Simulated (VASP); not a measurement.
# InP (F-43m) in VASP: settings compared, part 2 of 2

VASP 6.6.1. Earlier steps stand in the parts before.

## (3) Single point, HF

POSCAR

```
InP
1.0
    0.0000000000      2.9305000000      2.9305000000
    2.9305000000      0.0000000000      2.9305000000
    2.9305000000      2.9305000000      0.0000000000
In P
1 1
Direct
    0.0000000000      0.0000000000      0.0000000000
    0.7500000000      0.7500000000      0.7500000000
```

INCAR.step1

```
SYSTEM = InP
  ALGO = Normal
  EDIFF = 1E-5
  ENCUT = 520
  GGA = PE
  ISIF = 2
  ISMEAR = -1
  LASPH = .TRUE.
  LCHARG = .FALSE.
  LREAL = .FALSE.
  LWAVE = .TRUE.
  NBANDS = 16
  NELM = 80
  PREC = Accurate
  SIGMA = 0.05
```

INCAR.step2

```
SYSTEM = InP
  AEXX = 1.0
  AGGAC = 0.0
  ALDAC = 0.0
  ALGO = Normal
  EDIFF = 1E-7
  ENCUT = 520
  GGA = PE
  ISIF = 2
  ISMEAR = -1
  ISTART = 1
  LASPH = .TRUE.
  LCHARG = .FALSE.
  LHFCALC = .TRUE.
  LREAL = .FALSE.
  LWAVE = .FALSE.
  NBANDS = 16
  NELM = 80
  PREC = Accurate
  PRECFOCK = Normal
  SIGMA = 0.05
```

KPOINTS

```
k-points
0
G
  4 4 4
  0 0 0
```

Potentials or basis: VASP PAW PBE potentials, release 64 (In_d, P).

On the command line:

```sh
$ cat potpaw_PBE.64/In_d/POTCAR potpaw_PBE.64/P/POTCAR > POTCAR
$ cp INCAR.step1 INCAR
$ mpirun -np 1 vasp_std > vasp.out
$ cp INCAR.step2 INCAR
$ mpirun -np 1 vasp_std > vasp.out
```

OUTCAR:

```text
SYSTEM = InP
   AEXX = 1.0
   EDIFF = 1E-7
   ENCUT = 520
   GGA = PE
   ISIF = 2
   ISMEAR = -1
   ISTART = 1
   LASPH = .TRUE.
   LHFCALC = .TRUE.
   LREAL = .FALSE.
   NELM = 80
   PREC = Accurate
   PRECFOCK = Normal

 ion  position               nearest neighbor table
   1  0.000  0.000  0.000-   2 2.54   2 2.54   2 2.54   2 2.54
   2  0.750  0.750  0.750-   1 2.54   1 2.54   1 2.54   1 2.54

  LATTYP: Found a face centered cubic cell.
 ALAT       =     5.8610000000

  Lattice vectors:

 A1 = (   0.0000000000,   2.9305000000,   2.9305000000)
 A2 = (   2.9305000000,   0.0000000000,   2.9305000000)
 A3 = (   2.9305000000,   2.9305000000,   0.0000000000)

Analysis of symmetry for initial positions (statically):
=====================================================================
 Subroutine PRICEL returns:
 Original cell was already a primitive cell.

 Routine SETGRP: Setting up the symmetry group for a
 face centered cubic supercell.

 Subroutine GETGRP returns: Found 24 space group operations
 (whereof 24 operations were pure point group operations)
[... 152 lines left out ...]

  energy without entropy =      -16.28287645  energy(sigma->0) =      -16.28287645

 E-fermi :   4.1125     XC(G=0):   0.0000

 val. band max:        3.0727130503   @ k =   0.0000   0.0000   0.0000
 cond. band min:      10.5556499927   @ k =   0.0000   0.0000   0.0000
 fundamental gap:      7.4829369424
 Fermi energy:         4.1125315360

 k-point     1 :       0.0000    0.0000    0.0000
  band No.  band energies     occupation
      1     -17.6072      2.00000
      2     -17.6072      2.00000
      3     -17.6072      2.00000
      4     -17.4035      2.00000
      5     -17.4035      2.00000
      6     -13.1988      2.00000
[... 129 lines left out ...]
      3     -17.4996      2.00000
      4     -17.4267      2.00000
      5     -17.3923      2.00000
      6      -9.9309      2.00000
[... 8 lines left out ...]
     15      22.9039      0.00000
     16      23.1041      0.00000

------------------------ aborting loop because EDIFF is reached ----------------------------------------

  FORCE on cell =-STRESS in cart. coord.  units (eV):
  Direction    XX          YY          ZZ          XY          YZ          ZX
  --------------------------------------------------------------------------------------
  -------------------------------------------------------------------------------------
  Total        1.4373318      1.4373318      1.4373318      0.0000000     -0.0000000     -0.0000000
  in kB       45.7522489     45.7522489     45.7522489      0.0000000     -0.0000000     -0.0000000
  external PRESSURE =      45.7522489 kB  Pullay stress =       0.0000000 kB

 VOLUME and BASIS-vectors are now :
 -----------------------------------------------------------------------------
  energy-cutoff  :      520.00
  volume of cell :       50.33
      direct lattice vectors                 reciprocal lattice vectors
     0.000000000  2.930500000  2.930500000    -0.170619348  0.170619348  0.170619348
     2.930500000  0.000000000  2.930500000     0.170619348 -0.170619348  0.170619348
     2.930500000  2.930500000  0.000000000     0.170619348  0.170619348 -0.170619348

 POSITION                                       TOTAL-FORCE (eV/Angst)
 -----------------------------------------------------------------------------------
      0.00000      0.00000      0.00000         0.000000      0.000000      0.000000
      4.39575      4.39575      4.39575        -0.000000     -0.000000     -0.000000
 -----------------------------------------------------------------------------------
    total drift:                               -0.000003     -0.000015     -0.000004

  FREE ENERGIE OF THE ION-ELECTRON SYSTEM (eV)
  ---------------------------------------------------
  free  energy   TOTEN  =       -16.2828764503 eV

  energy  without entropy=      -16.2828764502  energy(sigma->0) =      -16.28287645
```

OUTCAR.step1:

```text
SYSTEM = InP
   EDIFF = 1E-5
   ENCUT = 520
   GGA = PE
   ISIF = 2
   ISMEAR = -1
   LASPH = .TRUE.
[... 354 lines left out ...]
      0.00000      0.00000      0.00000        -0.000000     -0.000000     -0.000000
      4.39575      4.39575      4.39575         0.000000      0.000000      0.000000
 -----------------------------------------------------------------------------------
    total drift:                                0.000000      0.000000      0.000000

  FREE ENERGIE OF THE ION-ELECTRON SYSTEM (eV)
  ---------------------------------------------------
  free  energy   TOTEN  =        -8.2720995931 eV

  energy  without entropy=       -8.2720596528  energy(sigma->0) =       -8.27207962
```

Run time: 6.9 min. Hardware: 1 thread of Intel Xeon Platinum 8488C (Sapphire Rapids), shared host; peak memory 0.18 GiB.

What came out:

- Free energy: -16.2829 eV
- Pressure: 4.6 GPa
- Band gap on the k mesh: 7.48 eV, direct

Caveat: the k points lie up to 0.46 Å⁻¹ apart; the PAW data sets were made with another functional, which shifts forces and pressure a little; spin-orbit coupling is left out, which moves the levels of the heavy elements. A k mesh can miss the band edges.

## (4) Single point, r2SCAN+rVV10, non-collinear spin, zero start, spin-orbit coupling

POSCAR is that of step 3.

INCAR.step1

```
ALGO = Normal
EDIFF = 1E-4
ENCUT = 520
GGA = PE
GGA_COMPAT = F
ISMEAR = 0
LASPH = T
LCHARG = F
LNONCOLLINEAR = T
LREAL = F
LSORBIT = T
LWAVE = T
MAGMOM = 0 0 0 0 0 0
NBANDS = 30
NELM = 150
PREC = Accurate
SIGMA = 0.05
```

INCAR.step2

```
ALGO = Normal
BPARAM = 11.95
CPARAM = 0.0093
EDIFF = 1E-6
ENCUT = 520
GGA_COMPAT = F
ISIF = 2
ISMEAR = 0
ISTART = 1
IVDW_NL = 2
LASPH = T
LCHARG = F
LMIXTAU = T
LNONCOLLINEAR = T
LORBIT = 11
LORBMOM = T
LREAL = F
LSORBIT = T
LUSE_VDW = T
LWAVE = F
MAGMOM = 0 0 0 0 0 0
METAGGA = R2SCAN
NBANDS = 30
NELM = 150
PREC = Accurate
SIGMA = 0.05
```

KPOINTS

```
k-points
0
Gamma
  6 6 6
```

On the command line:

```sh
$ cat potpaw_PBE.64/In_d/POTCAR potpaw_PBE.64/P/POTCAR > POTCAR
$ cp INCAR.step1 INCAR
$ mpirun -np 1 vasp_ncl > vasp.out
$ cp INCAR.step2 INCAR
$ mpirun -np 1 vasp_ncl > vasp.out
```

It used 940 s of CPU time on 1 thread of AMD EPYC 7R13 Processor (Zen 3), on a shared host.

It converged, with:

```
Free energy                                           : -31.8343 eV
Pressure                                              : 0.8 GPa
Net moment                                            : 0.00 μB per cell
Valence electrons inside the program's atomic spheres : In 11.52; P 2.53
```

Moments on the atoms (μB; x, y, z):
```
In  0.00 0.00 0.00
P   0.00 0.00 0.00
```

Caveat: the PAW data sets were made with another functional, which shifts forces and pressure a little.

## (5) Summary

| level | spin | k mesh | smearing | grid for exact exchange (PRECFOCK) | screening parameter | gap on the mesh (eV) | pressure (GPa) |
| --- | --- | --- | --- | --- | --- | --- | --- |
| HSE06 | off | 4 × 4 × 4 | fermi-dirac 0.05 eV | Normal | 0.2079 1/Å | 1.53 | 1.6 |
| HF | off | 4 × 4 × 4 | fermi-dirac 0.05 eV | Normal | - | 7.48 | 4.6 |
| r2SCAN+rVV10 | non-collinear, zero start, SOC | 6 × 6 × 6 | gaussian 0.05 eV | - | - | - | 0.8 |

Alike in all rows: task single point; potentials or basis VASP PAW PBE potentials, release 64 (In_d, P); cell as given; cutoff (eV) 520.

Caveats: some runs use coarse meshes; the PAW data sets were made with another functional, which shifts forces and pressure a little; spin-orbit coupling is left out, which moves the levels of the heavy elements (some runs).

Absolute energies hang on the potentials; compare differences alone.
